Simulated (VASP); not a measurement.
# PbO2 (P4_2/mnm) in VASP: single point with PBE

Aim: the single point of PbO2 with PBE.

Program: VASP 6.6.1. These are calculated values, not measurements. Logs are shortened: lines on timing, memory, paths and dates and some standing lists are left out, and cuts for length are marked.

## Step 1: The cell of the first run

The structure is tetragonal, space group P4_2/mnm (No. 136). The conventional cell has a = 5.057 Å, b = 5.057 Å, c = 3.257 Å, α = 90.00°, β = 90.00°, γ = 90.00°. Within 2.8 Å of Pb (site symmetry mmm) lie 6 O at 2.14 to 2.18 Å. Within 2.8 Å of O (site symmetry m2m) lie 3 Pb at 2.14 to 2.18 Å and 1 O at 2.79 Å.

## Step 2: Single point, PBE

The input, INCAR:

```
ALGO = Normal
EDIFF = 1E-6
ENCUT = 520
GGA = PE
ISIF = 2
ISMEAR = 0
LASPH = True
LCHARG = False
LREAL = False
LWAVE = False
NBANDS = 35
NELM = 60
PREC = Accurate
SIGMA = 0.05
```

The input, KPOINTS:

```
k-points
0
Gamma
  6 6 10
```

The input, POSCAR:

```
PbO2
1.0
    5.0567235523      0.0000000000      0.0000000000
    0.0000000000      5.0567235523      0.0000000000
    0.0000000000      0.0000000000      3.2565555144
Pb O
2 4
Direct
    0.0000000000      0.0000000000      0.0000000000
    0.5000000000      0.5000000000      0.5000000000
    0.3049600000      0.3049600000      0.0000000000
    0.8049600000      0.1950400000      0.5000000000
    0.1950400000      0.8049600000      0.5000000000
    0.6950400000      0.6950400000      0.0000000000
```

Potentials or basis: VASP PAW PBE potentials, release 64 (Pb_d, O).

Command:

```
$ cat potpaw_PBE.64/Pb_d/POTCAR potpaw_PBE.64/O/POTCAR > POTCAR
$ mpirun -np 1 vasp_std > vasp.out
```

OUTCAR:

```text
EDIFF = 1E-6
   ENCUT = 520
   GGA = PE
   ISIF = 2
   ISMEAR = 0
   LASPH = True
   LREAL = False
   NELM = 60
   PREC = Accurate

 ion  position               nearest neighbor table
   1  0.000  0.000  0.000-   4 2.14   5 2.14   4 2.14   5 2.14   3 2.18   6 2.18   2 3.93   2 3.93
                             2 3.93   2 3.93   2 3.93   2 3.93   2 3.93   2 3.93
   2  0.500  0.500  0.500-   3 2.14   6 2.14   3 2.14   6 2.14   5 2.18   4 2.18   1 3.93   1 3.93
                             1 3.93   1 3.93   1 3.93   1 3.93   1 3.93   1 3.93
   3  0.305  0.305  0.000-   2 2.14   2 2.14   1 2.18
   4  0.805  0.195  0.500-   1 2.14   1 2.14   2 2.18
   5  0.195  0.805  0.500-   1 2.14   1 2.14   2 2.18
   6  0.695  0.695  0.000-   2 2.14   2 2.14   1 2.18

  LATTYP: Found a simple tetragonal cell.
 ALAT       =     5.0567235523
 C/A-ratio  =     0.6440050520

  Lattice vectors:

 A1 = (   5.0567235523,   0.0000000000,   0.0000000000)
 A2 = (   0.0000000000,   5.0567235523,   0.0000000000)
 A3 = (   0.0000000000,   0.0000000000,   3.2565555144)

Analysis of symmetry for initial positions (statically):
=====================================================================
 Subroutine PRICEL returns:
 Original cell was already a primitive cell.

 Routine SETGRP: Setting up the symmetry group for a
 simple tetragonal supercell.

 Subroutine GETGRP returns: Found 16 space group operations
 (whereof  8 operations were pure point group operations)
 out of a pool of 16 trial point group operations.

The static configuration has the point symmetry D_2h.
 The point group associated with its full space group is D_4h.

Analysis of symmetry for dynamics (positions and initial velocities):
=====================================================================
 Subroutine PRICEL returns:
 Original cell was already a primitive cell.

 Routine SETGRP: Setting up the symmetry group for a
 simple tetragonal supercell.

 Subroutine GETGRP returns: Found 16 space group operations
 (whereof  8 operations were pure point group operations)
 out of a pool of 16 trial point group operations.

The dynamic configuration has the point symmetry D_2h.
 The point group associated with its full space group is D_4h.

 Subroutine INISYM returns: Found 16 space group operations
 (whereof  8 operations are pure point group operations),
 and found     1 'primitive' translations

----------------------------------------------------------------------------------------

                                     Primitive cell

  volume of cell :      83.2716

  direct lattice vectors                    reciprocal lattice vectors
     5.056723552  0.000000000  0.000000000     0.197756510  0.000000000  0.000000000
     0.000000000  5.056723552  0.000000000     0.000000000  0.197756510  0.000000000
     0.000000000  0.000000000  3.256555514     0.000000000  0.000000000  0.307072917

  length of vectors
     5.056723552  5.056723552  3.256555514     0.197756510  0.197756510  0.307072917

  position of ions in fractional coordinates (direct lattice)
     0.000000000  0.000000000  0.000000000
     0.500000000  0.500000000  0.500000000
     0.304960000  0.304960000  0.000000000
     0.804960000  0.195040000  0.500000000
     0.195040000  0.804960000  0.500000000
     0.695040000  0.695040000  0.000000000

  ion indices of the primitive-cell ions
   primitive index   ion index
                 1           1
                 2           2
                 3           3
                 4           4
                 5           5
                 6           6

----------------------------------------------------------------------------------------

 KPOINTS: k-points

Automatic generation of k-mesh.
 Grid dimensions read from file:
 generate k-points for:    6    6   10

 Generating k-lattice:

  Cartesian coordinates                     Fractional coordinates (reciprocal lattice)
     0.032959418  0.000000000  0.000000000     0.166666667  0.000000000  0.000000000
     0.000000000  0.032959418  0.000000000     0.000000000  0.166666667  0.000000000
     0.000000000  0.000000000  0.030707292     0.000000000  0.000000000  0.100000000

  Length of vectors
     0.032959418  0.032959418  0.030707292

  Shift w.r.t. Gamma in fractional coordinates (k-lattice)
     0.000000000  0.000000000  0.000000000

 Subroutine IBZKPT returns following result:
 ===========================================

 Found     60 irreducible k-points:

 Following reciprocal coordinates:
            Coordinates               Weight
  0.000000  0.000000  0.000000      1.000000
  0.166667  0.000000  0.000000      4.000000
  0.333333  0.000000  0.000000      4.000000
  0.500000  0.000000  0.000000      2.000000
  0.166667  0.166667  0.000000      4.000000
  0.333333  0.166667  0.000000      8.000000
[... 16 lines left out ...]
  0.333333  0.000000  0.200000      8.000000
  0.500000  0.000000  0.200000      4.000000
 [... further k-points ...]
   k-points           NKPTS =     60   k-points in BZ     NKDIM =     60   number of bands    NBANDS=     35
   number of dos      NEDOS =    301   number of ions     NIONS =      6
   total plane-waves  NPLWV =  38400
   dimension x,y,z NGX =    40 NGY =   40 NGZ =   24
   dimension x,y,z NGXF=    80 NGYF=   80 NGZF=   48
   ions per type =               2   4
   NGX,Y,Z   is equivalent  to a cutoff of  13.15, 13.15, 12.25 a.u.
   NGXF,Y,Z  is equivalent  to a cutoff of  26.30, 26.30, 24.50 a.u.
 SYSTEM =  unknown system
   PREC   = accura    normal or accurate (medium, high low for compatibility)
   ISTART =      0    job   : 0-new  1-cont  2-samecut
   ICHARG =      2    charge: 1-file 2-atom 10-const
   ISPIN  =      1    spin polarized calculation?
   LNONCOLLINEAR =      F non collinear calculations
   LSORBIT =      F    spin-orbit coupling
   LASPH  =      T    aspherical Exc in radial PAW
   ENCUT  =  520.0 eV  38.22 Ry    6.18 a.u.   9.40  9.40  6.06*2*pi/ulx,y,z
   NELM   =     60;   NELMIN=  2; NELMDL= -5     # of ELM steps
   EDIFF  = 0.1E-05   stopping-criterion for ELM
   LREAL  =      F    real-space projection
[... 7 lines left out ...]
   TEBEG  =    0.0;   TEEND  =   0.0 temperature during run
   PSTRESS=    0.0 pullay stress
   NELECT =      52.0000    total number of electrons
   NUPDOWN=      -1.0000    fix difference up-down
   EMIN   =  10.00;   EMAX   =-10.00  energy-range for DOS
   EFERMI =   0.00;   METHOD = LEGACY
   ISMEAR =     0;   SIGMA  =   0.05  broadening in eV -4-tet -1-fermi 0-gaus
   EFERMI_NEDOS =   21; number of points for ismear=-14 and -15
   IALGO  =     38    algorithm
   IMIX   =      4    mixing-type and parameters
     AMIX     =   0.40;   BMIX     =  1.00
     AMIX_MAG =   1.60;   BMIX_MAG =  1.00
  volume/ion in A,a.u.               =      13.88        93.66
  Fermi-wavevector in a.u.,A,eV,Ry     =   1.399298  2.644290 26.640694  1.958036
  Thomas-Fermi vector in A             =   2.522371
   LORBIT       =      0    0 simple, 1 ext, 2 COOP (PROOUT), +10 PAW based schemes
   GGA     = PE    functional components
   LHFCALC =     F    Hartree Fock is set to
   AEXX    =    0.0000 exact exchange contribution
   IVDW    =     0    specifies the selected vdW correction
   LEPSILON=     F    determine dielectric tensor
   LRPA    =     F    only Hartree local field effects (RPA)
 non-spin polarized calculation
 Gauss-broadening in eV      SIGMA  =   0.05
  energy-cutoff  :      520.00
  volume of cell :       83.27
 maximum number of plane-waves:      2272
 NGX is ok and might be reduce to    40
   NGX = 19   NGY = 19   NGZ = 13

 number of electron      51.9999997 magnetization

 Free energy of the ion-electron system (eV)
  ---------------------------------------------------
  ext. energy  EPLUGINS =         0.00000000
  ---------------------------------------------------
  free energy    TOTEN  =       -31.59371624 eV

  energy without entropy =      -31.59356955  energy(sigma->0) =      -31.59364290

 E-fermi :   4.4697     XC(G=0): -10.6928

 val. band max:        4.4282693172   @ k =   0.0000   0.0000   0.1000
 cond. band min:       4.4935703305   @ k =   0.0000   0.0000   0.0000
 fundamental gap:      0.0653010133
 Fermi energy:         4.4696818013

 k-point     1 :       0.0000    0.0000    0.0000
  band No.  band energies     occupation
      1     -14.0500      2.00000
      2     -13.9191      2.00000
      3     -12.2665      2.00000
      4     -12.2665      2.00000
      5     -11.2151      2.00000
      6     -10.9904      2.00000
[... 27 lines left out ...]
     34      15.4079      0.00000
     35      16.3205      0.00000

 k-point     2 :       0.1667    0.0000    0.0000
  band No.  band energies     occupation
      1     -13.9853      2.00000
      2     -13.8793      2.00000
      3     -12.4835      2.00000
      4     -12.4042      2.00000
      5     -10.9957      2.00000
      6     -10.9551      2.00000
[... 27 lines left out ...]
     34      15.7076      0.00000
     35      16.3273      0.00000

 k-point     3 :       0.3333    0.0000    0.0000
  band No.  band energies     occupation
      1     -13.8231      2.00000
      2     -13.7772      2.00000
      3     -12.8061      2.00000
      4     -12.7037      2.00000
      5     -10.9024      2.00000
      6     -10.9021      2.00000
[... 27 lines left out ...]
     34      16.3168      0.00000
     35      16.3968      0.00000
[... 723 lines left out ...]
 k-point    23 :       0.3333    0.0000    0.2000
  band No.  band energies     occupation
      1     -13.5342      2.00000
      2     -13.5107      2.00000
      3     -13.1791      2.00000
      4     -13.1145      2.00000
      5     -10.9290      2.00000
      6     -10.8262      2.00000
[... 27 lines left out ...]
     34      15.8897      0.00000
     35      16.5233      0.00000

 k-point    24 :       0.5000    0.0000    0.2000
  band No.  band energies     occupation
      1     -13.3797      2.00000
      2     -13.3797      2.00000
      3     -13.3029      2.00000
      4     -13.3029      2.00000
      5     -10.8090      2.00000
      6     -10.8090      2.00000
[... 27 lines left out ...]
     34      15.8949      0.00000
     35      16.8413      0.00000

 [... further k-points ...]

------------------------ aborting loop because EDIFF is reached ----------------------------------------

  FORCE on cell =-STRESS in cart. coord.  units (eV):
  Direction    XX          YY          ZZ          XY          YZ          ZX
  --------------------------------------------------------------------------------------
  -------------------------------------------------------------------------------------
  Total        4.0609478      4.0609478      9.0513042      0.0000000      0.0000000      0.0000000
  in kB       78.1341847     78.1341847    174.1505428      0.0000000      0.0000000      0.0000000
  external PRESSURE =     110.1396374 kB  Pullay stress =       0.0000000 kB

 VOLUME and BASIS-vectors are now :
 -----------------------------------------------------------------------------
  energy-cutoff  :      520.00
  volume of cell :       83.27
      direct lattice vectors                 reciprocal lattice vectors
     5.056723552  0.000000000  0.000000000     0.197756510  0.000000000  0.000000000
     0.000000000  5.056723552  0.000000000     0.000000000  0.197756510  0.000000000
     0.000000000  0.000000000  3.256555514     0.000000000  0.000000000  0.307072917

 POSITION                                       TOTAL-FORCE (eV/Angst)
 -----------------------------------------------------------------------------------
      0.00000      0.00000      0.00000         0.000000      0.000000     -0.000000
      2.52836      2.52836      1.62828         0.000000      0.000000     -0.000000
      1.54210      1.54210      0.00000         0.013961      0.013961     -0.000000
      4.07046      0.98626      1.62828         0.013961     -0.013961      0.000000
      0.98626      4.07046      1.62828        -0.013961      0.013961     -0.000000
      3.51463      3.51463      0.00000        -0.013961     -0.013961      0.000000
 -----------------------------------------------------------------------------------
    total drift:                               -0.000000     -0.000000     -0.000000

  FREE ENERGIE OF THE ION-ELECTRON SYSTEM (eV)
  ---------------------------------------------------
  free  energy   TOTEN  =       -31.5937162447 eV

  energy  without entropy=      -31.5935695525  energy(sigma->0) =      -31.59364290
```

Wall time 3.2 min (1 thread of Intel Xeon 8259CL, shared host); peak memory 0.28 GiB.

Results:

| Property | Result |
| --- | --- |
| Free energy | -31.5937 eV |
| Pressure | 11.0 GPa |
| Largest force | 0.020 eV/Å |
| Band gap on the k mesh | 0.07 eV (least direct gap 0.28 eV) |

Forces in eV/Å, atoms in the order of the input:
```
Pb   0.000  0.000  0.000
Pb   0.000  0.000  0.000
O    0.014  0.014  0.000
O    0.014 -0.014  0.000
O   -0.014  0.014  0.000
O   -0.014 -0.014  0.000
```

Stress tensor (GPa, compression positive):
```
 7.81  0.00  0.00
 0.00  7.81  0.00
 0.00  0.00 17.42
```

Levels at points of the mesh, in eV from the valence-band top:
| k point | band 23 | band 24 | band 25 | band 26 | band 27 | band 28 | band 29 | band 30 |
| --- | --- | --- | --- | --- | --- | --- | --- | --- |
| (0.00, 0.00, 0.00) | -0.70 | -0.50 | -0.50 | -0.28 | 0.07 | 4.79 | 6.24 | 6.24 |
| (0.50, 0.00, 0.00) | -0.54 | -0.54 | -0.45 | -0.45 | 2.55 | 2.55 | 6.97 | 6.97 |
| (0.50, 0.50, 0.00) | -0.60 | -0.60 | -0.54 | -0.54 | 3.16 | 3.16 | 7.11 | 7.11 |
| (0.00, 0.00, 0.50) | -1.17 | -1.17 | -0.81 | -0.81 | 3.90 | 3.90 | 8.75 | 8.75 |
| (0.50, 0.00, 0.50) | -0.87 | -0.87 | -0.29 | -0.29 | 4.16 | 4.16 | 7.17 | 7.17 |
| (0.50, 0.50, 0.50) | -0.71 | -0.71 | -0.64 | -0.64 | 2.87 | 2.87 | 8.47 | 8.47 |

Caveat: the stress differs along the axes, from 8 to 17 GPa; spin-orbit coupling is left out, which moves the levels of the heavy elements.
